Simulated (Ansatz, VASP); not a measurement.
**Two plane-wave programs on Sb2W**

Contents of INCAR:

```
SYSTEM = Sb2W
PREC = Accurate
ENCUT = 600
EDIFF = 1E-7
ISMEAR = -1
SIGMA = 0.08
LREAL = .False.
LASPH = .True.
NELM = 60
ALGO = Normal
ISIF = 3
LWAVE = .False.
LCHARG = .False.
GGA = PE
IBRION = 2
NSW = 100
EDIFFG = -0.005
```

Contents of KPOINTS:

```
regular mesh
0
Gamma
  10 10 10
  0 0 0
```

POSCAR

```
Sb2W
1.0
    0.0000000000      3.2550335667      3.2550335667
    3.2550335667      0.0000000000      3.2550335667
    3.2550335667      3.2550335667      0.0000000000
W Sb
1 2
Direct
    0.0000000000      0.0000000000      0.0000000000
    0.2500000000      0.2500000000      0.2500000000
    0.7500000000      0.7500000000      0.7500000000
```

Input for Ansatz:

```yaml
crystal:
  lattice:
    - [0.0, 3.2550335667, 3.2550335667]
    - [3.2550335667, 0.0, 3.2550335667]
    - [3.2550335667, 3.2550335667, 0.0]
  atoms:
    - { symbol: W, position: [0.0, 0.0, 0.0] }
    - { symbol: Sb, position: [0.25, 0.25, 0.25] }
    - { symbol: Sb, position: [0.75, 0.75, 0.75] }
kpoints:
  mp_grid: { grid: [10, 10, 10] }
scf:
  occupations: { method: fermi_dirac, width: 0.08 }
hamiltonian:
  xc: pbe
  pseudopotentials: { kind: paw }
output:
  forces: true
  stress: true
relax:
  f_tol: 0.005
  max_steps: 80
  cell: {}
```

Alike in both runs: task relaxation of cell and atoms; functional PBE; k mesh 10 × 10 × 10; occupations fermi-dirac, width 0.08 eV; no spin polarisation.

```csv
,VASP,Ansatz
version,VASP 6.6.1,Ansatz 0.2.0
potentials or method,"VASP PAW PBE potentials, release 64 (W_sv, Sb)","PAW with Ansatz's default frozen-core files, scalar-relativistic"
plane-wave cutoff (eV),600,420
valence electrons in the cell,24,44
```

|  | VASP | Ansatz | Ansatz less VASP |
| --- | --- | --- | --- |
| relaxed volume (Å³/atom) | 24.19 | 24.21 | +0.020 |
| relaxed length of the cell vector where the two differ most in proportion (Å) | 4.682 | 4.683 | +0.0013 |

VASP's potentials hold 24 valence electrons a cell and Ansatz's 44, so a difference there can come from the potentials and not from the codes.

Neither program's run includes spin-orbit coupling.
